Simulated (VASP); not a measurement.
# Zr (P-1) in VASP: electric field gradients with PBEsol

Aim: the electric field gradients of Zr with PBEsol.

Everything below comes from runs of VASP 6.6.1. Logs are shortened: lines on timing, memory, paths and dates and some standing lists are left out, and cuts for length are marked.

## 1. The cell of the first run

The typed cell holds 2 atoms: a = 3.233 Å, b = 3.274 Å, c = 5.148 Å, α = 90.62°, β = 91.71°, γ = 121.27°.

## 2. Electric field gradients, PBEsol (equal xy, yz and zx shear strains of -3 %)

INCAR reads:

```
PREC = Accurate ; ENCUT = 520
EDIFF = 1E-8 ; ISMEAR = -1
SIGMA = 0.08 ; LREAL = F
LASPH = T ; NELM = 80
ALGO = Normal ; ISIF = 2
LWAVE = F ; LCHARG = F
GGA = PS ; LEFG = T
NBANDS = 19
```

KPOINTS reads:

```
Automatic mesh
0
Gamma
  13 13 7
```

POSCAR reads:

```
Zr
1.0
    3.2319982225     -0.0484799733     -0.0484799733
   -1.6579839997      2.8232325523     -0.0177449018
   -0.0772050000     -0.0772050000      5.1470000000
Zr
2
Direct
    0.3333333333      0.6666666667      0.2500000000
    0.6666666667      0.3333333333      0.7500000000
```

Potentials or basis: VASP PAW PBE potentials, release 64 (Zr_sv).

Command:

```
$ cat potpaw_PBE.64/Zr_sv/POTCAR > POTCAR
$ mpirun -np 1 vasp_std > vasp.out
```

OUTCAR:

```text
PREC = Accurate
   ENCUT = 520
   EDIFF = 1E-8
   ISMEAR = -1
   LREAL = F
   LASPH = T
   NELM = 80
   ISIF = 2
   GGA = PS

 ion  position               nearest neighbor table
   1  0.333  0.667  0.250-   2 3.10   2 3.13   2 3.18   2 3.21   2 3.22   2 3.23
   2  0.667  0.333  0.750-   1 3.10   1 3.13   1 3.18   1 3.21   1 3.22   1 3.23

  LATTYP: Found a triclinic cell.
 ALAT       =     3.2741209307
 B/A-ratio  =     2.3573402324
 C/A-ratio  =     0.9873567314
 COS(alpha) =     0.0017393994
 COS(beta)  =     0.5191268021
 COS(gamma) =     0.6381551495

  Lattice vectors:

 A1 = (  -1.6579839997,   2.8232325523,  -0.0177449018)
 A2 = (  -0.0067647769,   5.6751901313,  -5.2309697769)
 A3 = (  -3.2319982225,   0.0484799733,   0.0484799733)

Analysis of symmetry for initial positions (statically):
=====================================================================
 Subroutine PRICEL returns:
 Original cell was already a primitive cell.

 Routine SETGRP: Setting up the symmetry group for a
 triclinic supercell.

 Subroutine GETGRP returns: Found  2 space group operations
 (whereof  2 operations were pure point group operations)
 out of a pool of  2 trial point group operations.

The static configuration has the point symmetry S_2 .

Analysis of symmetry for dynamics (positions and initial velocities):
=====================================================================
 Subroutine PRICEL returns:
 Original cell was already a primitive cell.

 Routine SETGRP: Setting up the symmetry group for a
 triclinic supercell.

 Subroutine GETGRP returns: Found  2 space group operations
 (whereof  2 operations were pure point group operations)
 out of a pool of  2 trial point group operations.

The dynamic configuration has the point symmetry S_2 .

 Subroutine INISYM returns: Found  2 space group operations
 (whereof  2 operations are pure point group operations),
 and found     1 'primitive' translations

----------------------------------------------------------------------------------------

                                     Primitive cell

  volume of cell :      46.5298

  direct lattice vectors                    reciprocal lattice vectors
     3.231998223 -0.048479973 -0.048479973     0.312269112  0.183431271  0.007435506
    -1.657984000  2.823232552 -0.017744902     0.005443168  0.357434698  0.005443168
    -0.077205000 -0.077205000  5.147000000     0.002960052  0.002960052  0.194376736

  length of vectors
     3.232725340  3.274120931  5.148157945     0.362235167  0.357517579  0.194421808

  position of ions in fractional coordinates (direct lattice)
     0.333333333  0.666666667  0.250000000
     0.666666667  0.333333333  0.750000000

  ion indices of the primitive-cell ions
   primitive index   ion index
                 1           1
                 2           2

----------------------------------------------------------------------------------------

 KPOINTS: Automatic mesh

Automatic generation of k-mesh.
 Grid dimensions read from file:
 generate k-points for:   13   13    7

 Generating k-lattice:

  Cartesian coordinates                     Fractional coordinates (reciprocal lattice)
     0.024020701  0.014110098  0.000571962     0.076923077  0.000000000  0.000000000
     0.000418705  0.027494977  0.000418705     0.000000000  0.076923077  0.000000000
     0.000422865  0.000422865  0.027768105     0.000000000 -0.000000000  0.142857143

  Length of vectors
     0.027864244  0.027501352  0.027774544

  Shift w.r.t. Gamma in fractional coordinates (k-lattice)
     0.000000000  0.000000000  0.000000000

 Subroutine IBZKPT returns following result:
 ===========================================

 Found    592 irreducible k-points:

 Following reciprocal coordinates:
            Coordinates               Weight
  0.000000  0.000000  0.000000      1.000000
  0.076923 -0.000000 -0.000000      2.000000
  0.153846 -0.000000 -0.000000      2.000000
  0.230769  0.000000  0.000000      2.000000
  0.307692 -0.000000 -0.000000      2.000000
  0.384615  0.000000 -0.000000      2.000000
[... 16 lines left out ...]
  0.153846  0.153846  0.000000      2.000000
  0.230769  0.153846  0.000000      2.000000
 [... further k-points ...]
   k-points           NKPTS =    592   k-points in BZ     NKDIM =    592   number of bands    NBANDS=     19
   number of dos      NEDOS =    301   number of ions     NIONS =      2
   total plane-waves  NPLWV =  23040
   dimension x,y,z NGX =    24 NGY =   24 NGZ =   40
   dimension x,y,z NGXF=    48 NGYF=   48 NGZF=   80
   ions per type =               2
   NGX,Y,Z   is equivalent  to a cutoff of  12.34, 12.19, 12.92 a.u.
   NGXF,Y,Z  is equivalent  to a cutoff of  24.68, 24.37, 25.83 a.u.
 SYSTEM =  unknown system
   PREC   = accura    normal or accurate (medium, high low for compatibility)
   ISTART =      0    job   : 0-new  1-cont  2-samecut
   ICHARG =      2    charge: 1-file 2-atom 10-const
   ISPIN  =      1    spin polarized calculation?
   LNONCOLLINEAR =      F non collinear calculations
   LSORBIT =      F    spin-orbit coupling
   LASPH  =      T    aspherical Exc in radial PAW
   ENCUT  =  520.0 eV  38.22 Ry    6.18 a.u.   6.01  6.09  9.57*2*pi/ulx,y,z
   NELM   =     80;   NELMIN=  2; NELMDL= -5     # of ELM steps
   EDIFF  = 0.1E-07   stopping-criterion for ELM
   LREAL  =      F    real-space projection
   EDIFFG = 0.1E-06   stopping-criterion for IOM
   NSW    =      0    number of steps for IOM
   IBRION =     -1    ionic relax: 0-MD 1-quasi-New 2-CG
   NFREE  =      0    steps in history (QN), initial steepest desc. (CG)
   ISIF   =      2    stress and relaxation
   ISYM   =      2    0-nonsym 1-usesym 2-fastsym
   POTIM  = 0.5000    time-step for ionic-motion
   TEBEG  =    0.0;   TEEND  =   0.0 temperature during run
   PSTRESS=    0.0 pullay stress
   NELECT =      24.0000    total number of electrons
   NUPDOWN=      -1.0000    fix difference up-down
   EMIN   =  10.00;   EMAX   =-10.00  energy-range for DOS
   EFERMI =   0.00;   METHOD = LEGACY
   ISMEAR =    -1;   SIGMA  =   0.08  broadening in eV -4-tet -1-fermi 0-gaus
   EFERMI_NEDOS =   21; number of points for ismear=-14 and -15
   IALGO  =     38    algorithm
   IMIX   =      4    mixing-type and parameters
     AMIX     =   0.40;   BMIX     =  1.00
     AMIX_MAG =   1.60;   BMIX_MAG =  1.00
  volume/ion in A,a.u.               =      23.26       157.00
  Fermi-wavevector in a.u.,A,eV,Ry     =   1.312910  2.481040 23.452807  1.723733
  Thomas-Fermi vector in A             =   2.443270
   LORBIT       =      0    0 simple, 1 ext, 2 COOP (PROOUT), +10 PAW based schemes
   GGA     = PS    functional components
   LHFCALC =     F    Hartree Fock is set to
   AEXX    =    0.0000 exact exchange contribution
   IVDW    =     0    specifies the selected vdW correction
   LEPSILON=     F    determine dielectric tensor
   LRPA    =     F    only Hartree local field effects (RPA)
 non-spin polarized calculation
  energy-cutoff  :      520.00
  volume of cell :       46.53
 maximum number of plane-waves:      1270
   NGX = 13   NGY = 13   NGZ = 19

 number of electron      24.0000000 magnetization

 Free energy of the ion-electron system (eV)
  ---------------------------------------------------
  ext. energy  EPLUGINS =         0.00000000
  ---------------------------------------------------
  free energy    TOTEN  =       -18.15496658 eV

  energy without entropy =      -18.10956755  energy(sigma->0) =      -18.13226706

 E-fermi :   8.8449     XC(G=0): -11.2043

 val. band max:        8.8440909911   @ k =  -0.1538   0.0769   0.1429
 cond. band min:       8.8456331355   @ k =  -0.4615  -0.1538   0.2857
 fundamental gap:      0.0015421444
 Fermi energy:         8.8449364045

 k-point     1 :       0.0000    0.0000    0.0000
  band No.  band energies     occupation
      1     -39.8594      2.00000
      2     -39.7009      2.00000
      3     -18.4186      2.00000
      4     -17.5539      2.00000
      5     -17.5145      2.00000
      6     -17.4113      2.00000
[... 11 lines left out ...]
     18      11.1231      0.00000
     19      13.2364      0.00000

 k-point     2 :       0.0769   -0.0000   -0.0000
  band No.  band energies     occupation
      1     -39.8521      2.00000
      2     -39.6978      2.00000
      3     -18.3994      2.00000
      4     -17.5722      2.00000
      5     -17.5536      2.00000
      6     -17.4311      2.00000
[... 476 lines left out ...]
 k-point    24 :       0.2308    0.1538    0.0000
  band No.  band energies     occupation
      1     -39.7543      2.00000
      2     -39.6672      2.00000
      3     -18.1141      2.00000
      4     -18.0156      2.00000
      5     -17.9622      2.00000
      6     -17.7057      2.00000
[... 11 lines left out ...]
     18      13.3531      0.00000
     19      13.8298      0.00000

 [... further k-points ...]
[... 5 lines left out ...]
  --------------------------------------------------------------------------------------
  -------------------------------------------------------------------------------------
  Total       -0.9951139     -0.9807507     -0.8221392      0.4089490      0.2281751      0.2321257
  in kB      -34.2651416    -33.7705675    -28.3090355     14.0814980      7.8568409      7.9928736
  external PRESSURE =     -32.1149149 kB  Pullay stress =       0.0000000 kB

 VOLUME and BASIS-vectors are now :
 -----------------------------------------------------------------------------
  energy-cutoff  :      520.00
  volume of cell :       46.53
      direct lattice vectors                 reciprocal lattice vectors
     3.231998223 -0.048479973 -0.048479973     0.312269112  0.183431271  0.007435506
    -1.657984000  2.823232552 -0.017744902     0.005443168  0.357434698  0.005443168
    -0.077205000 -0.077205000  5.147000000     0.002960052  0.002960052  0.194376736

 POSITION                                       TOTAL-FORCE (eV/Angst)
 -----------------------------------------------------------------------------------
     -0.04729      1.84669      1.25876         0.061261      0.003763      0.013601
      1.54410      0.85085      3.82202        -0.061261     -0.003763     -0.013601
 -----------------------------------------------------------------------------------
    total drift:                               -0.000000      0.000000     -0.000000

  FREE ENERGIE OF THE ION-ELECTRON SYSTEM (eV)
  ---------------------------------------------------
  free  energy   TOTEN  =       -18.1549665791 eV

  energy  without entropy=      -18.1095675459  energy(sigma->0) =      -18.13226706

 Electric field gradients (V/A^2)
---------------------------------------------------------------------
 ion       V_xx      V_yy      V_zz      V_xy      V_xz      V_yz
---------------------------------------------------------------------
   1     -21.316   -20.787    42.103     3.976     7.365     7.409
   2     -21.316   -20.787    42.103     3.976     7.365     7.409
---------------------------------------------------------------------

 Electric field gradients after diagonalization (V/A^2)
 (convention: |V_zz| > |V_xx| > |V_yy|)
----------------------------------------------------------------------
 ion       V_xx      V_yy      V_zz     asymmetry (V_yy - V_xx)/ V_zz
----------------------------------------------------------------------
   1     -25.038   -18.855    43.893       0.141
   2     -25.038   -18.855    43.893       0.141
----------------------------------------------------------------------

           NMR quadrupolar parameters

 Cq : quadrupolar parameter    Cq=e*Q*V_zz/h
 eta: asymmetry parameters     (V_yy - V_xx)/ V_zz
 Q  : nuclear electric quadrupole moment in mb (millibarn)
----------------------------------------------------------------------
 ion       Cq(MHz)       eta       Q (mb)
----------------------------------------------------------------------
   1       0.106       0.141       1.000
   2       0.106       0.141       1.000
----------------------------------------------------------------------
```

Wall time 2.7 min (1 thread of Intel Xeon 6975P-C (Granite Rapids), shared host); peak memory 0.49 GiB.

Results:

```
Free energy            : -18.1550 eV
Pressure               : -3.2 GPa
Largest force          : 0.063 eV/Å
Band gap on the k mesh : zero (band 12 reaches 9.85 eV, above the bottom of band 13 at 8.59 eV)
```

Forces on the atoms (eV/Å):
```
Zr   0.061  0.004  0.014
Zr  -0.061 -0.004 -0.014
```

Stress tensor (GPa, compression positive):
```
-3.43  1.41  0.80
 1.41 -3.38  0.79
 0.80  0.79 -2.83
```

Electric field gradients, principal values (V/Å²):
```
atom    least   middle  greatest (by size)
1 Zr  -18.855  -25.038              43.893
2 Zr  -18.855  -25.038              43.893
```

Caveat: the cell differs from its parent crystal (equal xy, yz and zx shear strains of -3 %); without QUAD_EFG the Cq values of the log hold for a quadrupole moment of 1 mb, not for the nuclei; the PAW data sets were made with another functional, which shifts forces and pressure a little.
